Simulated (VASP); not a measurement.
# CO2 (Cmce) in VASP: notebook, part 2 of 2

VASP 6.6.1.

**3. Relaxation of cell and atoms, PBE**

This run uses another cell than the first one, of 15.79 Å³/atom.

INCAR

```
SYSTEM = CO2
PREC = Accurate
ENCUT = 600
EDIFF = 1E-7
ISMEAR = 0
SIGMA = 0.02
LREAL = .False.
LASPH = .True.
NELM = 60
ALGO = Normal
ISIF = 3
LWAVE = .False.
LCHARG = .False.
GGA = PE
IBRION = 2
NSW = 70
EDIFFG = -0.005
```

KPOINTS

```
regular mesh
0
Gamma
  6 6 4
  0 0 0
```

POSCAR

```
CO2
1.0
    2.7955696563     -2.5133410556      0.0000000000
    2.7955696563      2.5133410556      0.0000000000
    0.0000000000      0.0000000000      6.7430438916
C O
2 4
Direct
    0.0000000000      0.0000000000      0.0000000000
    0.5000000000      0.5000000000      0.5000000000
    0.8132776264      0.1867223736      0.8966186728
    0.1867223736      0.8132776264      0.1033813272
    0.6867223736      0.3132776264      0.3966186728
    0.3132776264      0.6867223736      0.6033813272
```

Potentials or basis: VASP PAW PBE potentials, release 64 (C, O).

Launch:

```bash
> cat potpaw_PBE.64/C/POTCAR potpaw_PBE.64/O/POTCAR > POTCAR
> mpirun -np 1 vasp_std > vasp.out
```

OUTCAR:

```text
SYSTEM = CO2
   PREC = Accurate
   ENCUT = 600
   EDIFF = 1E-7
   ISMEAR = 0
   LREAL = .False.
   LASPH = .True.
   NELM = 60
   ISIF = 3
   GGA = PE
   IBRION = 2
   NSW = 70
   EDIFFG = -0.005

 ion  position               nearest neighbor table
   1  0.000  0.000  0.000-   3 1.17   4 1.17
   2  0.500  0.500  0.500-   5 1.17   6 1.17
   3  0.813  0.187  0.897-   1 1.17
   4  0.187  0.813  0.103-   1 1.17
   5  0.687  0.313  0.397-   2 1.17
   6  0.313  0.687  0.603-   2 1.17

  LATTYP: Found a base centered orthorhombic cell.
 ALAT       =     5.0266821112
 B/A-ratio  =     1.1122922017
 C/A-ratio  =     1.3414502335

  Lattice vectors:

 A1 = (  -2.7955696563,  -2.5133410556,   0.0000000000)
 A2 = (   2.7955696563,  -2.5133410556,   0.0000000000)
 A3 = (   0.0000000000,   0.0000000000,   6.7430438916)

Analysis of symmetry for initial positions (statically):
=====================================================================
 Subroutine PRICEL returns:
 Original cell was already a primitive cell.

 Routine SETGRP: Setting up the symmetry group for a
 base centered orthorhombic supercell.

 Subroutine GETGRP returns: Found  8 space group operations
 (whereof  4 operations were pure point group operations)
 out of a pool of  8 trial point group operations.

The static configuration has the point symmetry C_2h.
 The point group associated with its full space group is D_2h.

Analysis of symmetry for dynamics (positions and initial velocities):
=====================================================================
 Subroutine PRICEL returns:
 Original cell was already a primitive cell.

 Routine SETGRP: Setting up the symmetry group for a
 base centered orthorhombic supercell.

 Subroutine GETGRP returns: Found  8 space group operations
 (whereof  4 operations were pure point group operations)
 out of a pool of  8 trial point group operations.

The dynamic configuration has the point symmetry C_2h.
 The point group associated with its full space group is D_2h.

 Subroutine INISYM returns: Found  8 space group operations
 (whereof  4 operations are pure point group operations),
 and found     1 'primitive' translations

----------------------------------------------------------------------------------------

                                     Primitive cell

  volume of cell :      94.7562

  direct lattice vectors                    reciprocal lattice vectors
     2.795569656 -2.513341056  0.000000000     0.178854424 -0.198938381  0.000000000
     2.795569656  2.513341056  0.000000000     0.178854424  0.198938381  0.000000000
     0.000000000  0.000000000  6.743043892     0.000000000  0.000000000  0.148300977

  length of vectors
     3.759267610  3.759267610  6.743043892     0.267517073  0.267517073  0.148300977

  position of ions in fractional coordinates (direct lattice)
     0.000000000  0.000000000  0.000000000
     0.500000000  0.500000000  0.500000000
     0.813277626  0.186722374  0.896618673
     0.186722374  0.813277626  0.103381327
     0.686722374  0.313277626  0.396618673
     0.313277626  0.686722374  0.603381327
[... 65 lines left out ...]
   total plane-waves  NPLWV =  48600
   dimension x,y,z NGX =    30 NGY =   30 NGZ =   54
   dimension x,y,z NGXF=    60 NGYF=   60 NGZF=  108
   ions per type =               2   4
   NGX,Y,Z   is equivalent  to a cutoff of  13.27, 13.27, 13.31 a.u.
   NGXF,Y,Z  is equivalent  to a cutoff of  26.53, 26.53, 26.63 a.u.
 SYSTEM =  CO2
   PREC   = accura    normal or accurate (medium, high low for compatibility)
   ISTART =      0    job   : 0-new  1-cont  2-samecut
   ICHARG =      2    charge: 1-file 2-atom 10-const
   ISPIN  =      1    spin polarized calculation?
   LNONCOLLINEAR =      F non collinear calculations
   LSORBIT =      F    spin-orbit coupling
   LASPH  =      T    aspherical Exc in radial PAW
   ENCUT  =  600.0 eV  44.10 Ry    6.64 a.u.   7.51  7.51 13.47*2*pi/ulx,y,z
   NELM   =     60;   NELMIN=  2; NELMDL= -5     # of ELM steps
   EDIFF  = 0.1E-06   stopping-criterion for ELM
   LREAL  =      F    real-space projection
   EDIFFG = -.5E-02   stopping-criterion for IOM
   NSW    =     70    number of steps for IOM
   IBRION =      2    ionic relax: 0-MD 1-quasi-New 2-CG
   NFREE  =      1    steps in history (QN), initial steepest desc. (CG)
   ISIF   =      3    stress and relaxation
   ISYM   =      2    0-nonsym 1-usesym 2-fastsym
   POTIM  = 0.5000    time-step for ionic-motion
   TEBEG  =    0.0;   TEEND  =   0.0 temperature during run
   PSTRESS=    0.0 pullay stress
   NELECT =      32.0000    total number of electrons
   NUPDOWN=      -1.0000    fix difference up-down
   EMIN   =  10.00;   EMAX   =-10.00  energy-range for DOS
   EFERMI =   0.00;   METHOD = LEGACY
   ISMEAR =     0;   SIGMA  =   0.02  broadening in eV -4-tet -1-fermi 0-gaus
   EFERMI_NEDOS =   21; number of points for ismear=-14 and -15
   IALGO  =     38    algorithm
   IMIX   =      4    mixing-type and parameters
     AMIX     =   0.40;   BMIX     =  1.00
     AMIX_MAG =   1.60;   BMIX_MAG =  1.00
  volume/ion in A,a.u.               =      15.79       106.57
  Fermi-wavevector in a.u.,A,eV,Ry     =   1.140046  2.154374 17.683548  1.299704
  Thomas-Fermi vector in A             =   2.276748
   LORBIT       =      0    0 simple, 1 ext, 2 COOP (PROOUT), +10 PAW based schemes
   GGA     = PE    functional components
   LHFCALC =     F    Hartree Fock is set to
   AEXX    =    0.0000 exact exchange contribution
   IVDW    =     0    specifies the selected vdW correction
   LEPSILON=     F    determine dielectric tensor
   LRPA    =     F    only Hartree local field effects (RPA)
 conjugate gradient relaxation of ions
 non-spin polarized calculation
 Gauss-broadening in eV      SIGMA  =   0.02
  energy-cutoff  :      600.00
  volume of cell :       94.76
 maximum number of plane-waves:      3188
   NGX = 15   NGY = 15   NGZ = 27

--------------------------------------- Ionic step        1  -------------------------------------------

 number of electron      31.9999997 magnetization

 Free energy of the ion-electron system (eV)
  ---------------------------------------------------
  ext. energy  EPLUGINS =         0.00000000
  ---------------------------------------------------
  free energy    TOTEN  =       -46.08565678 eV

  energy without entropy =      -46.08565678  energy(sigma->0) =      -46.08565678

------------------------ aborting loop because EDIFF is reached ----------------------------------------

  FORCE on cell =-STRESS in cart. coord.  units (eV):
  Direction    XX          YY          ZZ          XY          YZ          ZX
  --------------------------------------------------------------------------------------
  -------------------------------------------------------------------------------------
  Total        0.2926500      2.0373372      1.1937190      0.0000000      0.0000000      0.0000000
  in kB        4.9482475     34.4481399     20.1838939      0.0000000      0.0000000      0.0000000
  external PRESSURE =      19.8600938 kB  Pullay stress =       0.0000000 kB
[... 101 lines left out ...]
  FREE ENERGIE OF THE ION-ELECTRON SYSTEM (eV)
  ---------------------------------------------------
  free  energy   TOTEN  =       -46.0931947362 eV

  energy  without entropy=      -46.0931947362  energy(sigma->0) =      -46.09319474

[... ionic steps 4 to 17 ...]

--------------------------------------- Ionic step       18  -------------------------------------------

 number of electron      32.0000006 magnetization

------------------------ aborting loop because EDIFF is reached ----------------------------------------
[... 75 lines left out ...]
--------------------------------------- Ionic step       20  -------------------------------------------

 number of electron      32.0000006 magnetization

 Free energy of the ion-electron system (eV)
  ---------------------------------------------------
  ext. energy  EPLUGINS =         0.00000000
  ---------------------------------------------------
  free energy    TOTEN  =       -46.10585252 eV

  energy without entropy =      -46.10585252  energy(sigma->0) =      -46.10585252

 E-fermi :  -4.2881     XC(G=0):  -7.1142

 val. band max:       -4.4315434884   @ k =   0.5000   0.5000   0.0000
 cond. band min:       2.0084288686   @ k =   0.0000   0.0000   0.0000
 fundamental gap:      6.4399723570
 Fermi energy:        -4.2881127791

 k-point     1 :       0.0000    0.0000    0.0000
  band No.  band energies     occupation
      1     -24.9038      2.00000
      2     -24.8218      2.00000
      3     -23.8118      2.00000
      4     -23.7877      2.00000
      5      -9.5363      2.00000
      6      -9.5167      2.00000
[... 541 lines left out ...]
     19       4.0776      0.00000
     20       4.1572      0.00000

 [... further k-points ...]
[... 5 lines left out ...]
  --------------------------------------------------------------------------------------
  -------------------------------------------------------------------------------------
  Total        0.0108554     -0.0007001     -0.0053953      0.0000000     -0.0000000      0.0000000
  in kB        0.1652484     -0.0106579     -0.0821303      0.0000000     -0.0000000      0.0000000
  external PRESSURE =       0.0241534 kB  Pullay stress =       0.0000000 kB
[... 21 lines left out ...]
  FREE ENERGIE OF THE ION-ELECTRON SYSTEM (eV)
  ---------------------------------------------------
  free  energy   TOTEN  =       -46.1058525174 eV

  energy  without entropy=      -46.1058525174  energy(sigma->0) =      -46.10585252

 reached required accuracy - stopping structural energy minimisation
```

Wall time 7.6 min (1 thread of AMD EPYC 9R45 (Zen 5), shared host); peak memory 0.22 GiB.

Results:

```yaml
Free_energy: -46.1059 eV
Relaxed_volume: 17.54 Å³/atom
Relaxed_cell: a = 3.945 Å, b = 3.945 Å, c = 6.815 Å, α = 90.00°, β = 90.00°, γ = 82.82°
Space_group_after_relaxing_to_0.1_Å: Cmce (No. 64)
Energy_gained_by_relaxing: 3.4 meV/atom
Ionic_steps: 20
Pressure_after_relaxing: 0.0 GPa
Largest_force_after_relaxing: 0.004 eV/Å
Band_gap_on_the_k_mesh: 6.44 eV (least direct gap 6.71 eV)
```

Forces in eV/Å, atoms in the order of the input:
```
C    0.000  0.000  0.000
C    0.000  0.000  0.000
O    0.000  0.001 -0.003
O    0.000 -0.001  0.003
O    0.000 -0.001 -0.003
O    0.000  0.001  0.003
```

The path:
```csv
step,energy change (eV),largest force (eV/Å),pressure (GPa),volume (Å³)
1,0.0000,0.5971,1.99,94.76
2,0.2836,3.5584,-9.01,97.46
3,-0.0075,0.0705,0.24,95.12
4,-0.0076,0.0390,0.31,95.10
5,-0.0076,0.0273,0.35,95.09
6,-0.0086,0.0264,0.33,95.48
7,-0.0114,0.0226,0.27,96.64
8,-0.0155,0.0114,0.19,98.99
9,-0.0193,0.0269,0.10,103.81
10,-0.0195,0.0355,0.09,104.91
11,0.0086,1.1684,-2.78,106.24
12,-0.0195,0.0077,-0.01,104.95
13,-0.0195,0.0053,-0.01,104.95
14,-0.0195,0.0050,-0.01,104.95
15,-0.0196,0.0046,0.00,104.97
16,-0.0198,0.0056,-0.01,105.05
17,-0.0201,0.0229,-0.06,105.19
18,-0.0202,0.0376,-0.09,105.26
19,-0.0202,0.0265,-0.07,105.25
20,-0.0202,0.0036,0.00,105.25
```

Final structure:
```
CELL_PARAMETERS angstrom
2.95887 -2.60974 0.00000
2.95887 2.60974 0.00000
0.00000 0.00000 6.81498
ATOMIC_POSITIONS crystal
C 0.00000 0.00000 0.00000
C 0.50000 0.50000 0.50000
O 0.81613 0.18387 0.90041
O 0.18387 0.81613 0.09959
O 0.68387 0.31613 0.40041
O 0.31613 0.68387 0.59959
```

Caveat: this functional lacks dispersion, which holds the molecules together, so the pressure and a relaxed volume are unreliable. A k mesh can miss the band edges.
